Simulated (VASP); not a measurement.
Wanted: the native input for a VASP 6.6.1 run.

- Task: relaxation of cell and atoms
- Functional: PBE
- Potentials or basis: VASP PAW PBE potentials, release 64 (Co, Pd, C, N)
- Cutoff: 600 eV
- k mesh: 6 × 6 × 6
- Occupations: gaussian, width 0.1 eV
- Spin: collinear spin, ferrimagnetic start
- Starting moments: [1.83, -0.96, 0.0, 0.0, 0.0, 0.0, 0.0, 0.0, 0.0, 0.0] μB
- Dipole correction: no
- Further INCAR settings: ALGO = Normal; EDIFF = 1e-07; IBRION = 2; EDIFFG = -0.01; NSW = 100; ISIF = 3

The structure of CoPdC4N4 lies in POSCAR:

```
CoPdC4N4
1.0
    5.9452504194      0.0000000000      0.0000000000
    0.0000000000      5.9452504194      0.0000000000
    0.0000000000      0.0000000000      5.9452504194
Co Pd C N
1 1 4 4
Direct
    0.0000000000      0.0000000000      0.0000000000
    0.5000000000      0.5000000000      0.5000000000
    0.1841462909      0.1841462909      0.1841462909
    0.1841462909      0.8158537091      0.8158537091
    0.8158537091      0.1841462909      0.8158537091
    0.8158537091      0.8158537091      0.1841462909
    0.2981945251      0.2981945251      0.2981945251
    0.2981945251      0.7018054749      0.7018054749
    0.7018054749      0.2981945251      0.7018054749
    0.7018054749      0.7018054749      0.2981945251
```

The input as run:

INCAR

```
PREC = Accurate
ENCUT = 600
EDIFF = 1E-7
ISMEAR = 0
SIGMA = 0.1
LREAL = False
LASPH = True
NELM = 200
ALGO = Normal
ISIF = 3
LWAVE = False
LCHARG = False
ISPIN = 2
MAGMOM = 1.83 -0.96 0 0 0 0 0 0 0 0
LORBIT = 11
LMAXMIX = 4
GGA = PE
IBRION = 2
NSW = 100
EDIFFG = -0.01
GGA_COMPAT = False
NELMIN = 4
KPAR = 4
```

KPOINTS

```
Automatic mesh
0
Gamma
  6 6 6
```

Potentials or basis: VASP PAW PBE potentials, release 64 (Co, Pd, C, N).

Command:

```sh
$ cat potpaw_PBE.64/Co/POTCAR potpaw_PBE.64/Pd/POTCAR potpaw_PBE.64/C/POTCAR potpaw_PBE.64/N/POTCAR > POTCAR
$ mpirun -np 4 vasp_std > vasp.out
```

Results of the run:

```yaml
Relaxed_volume: 20.93 Å³/atom
Relaxed_cell: a = 5.938 Å, b = 5.938 Å, c = 5.938 Å, α = 90.00°, β = 90.00°, γ = 90.00°
Space_group_after_relaxing_to_0.1_Å: P-43m (No. 215)
Energy_gained_by_relaxing: 0.3 meV/atom
Ionic_steps: 6
Pressure_after_relaxing: 0.0 GPa
Largest_force_after_relaxing: 0.006 eV/Å
Band_gap_on_the_k_mesh: zero (filled and empty bands overlap)
Net_moment: 1.00 μB per cell
Site_moments: Co +1.83; Pd -1.02; C -0.01; N -0.01 μB
Valence_electrons_inside_the_program's_atomic_spheres: Co 8.40; Pd 9.22; C 2.57; N 3.84
```

Caveat: a cell with one magnetic atom can't hold antiferromagnetic order, which such compounds often take.

Run time: 6.9 min on 4 MPI ranks on Intel(R) Xeon(R) Platinum 8488C (Sapphire Rapids) (shared host), peak memory 0.61 GiB a rank.
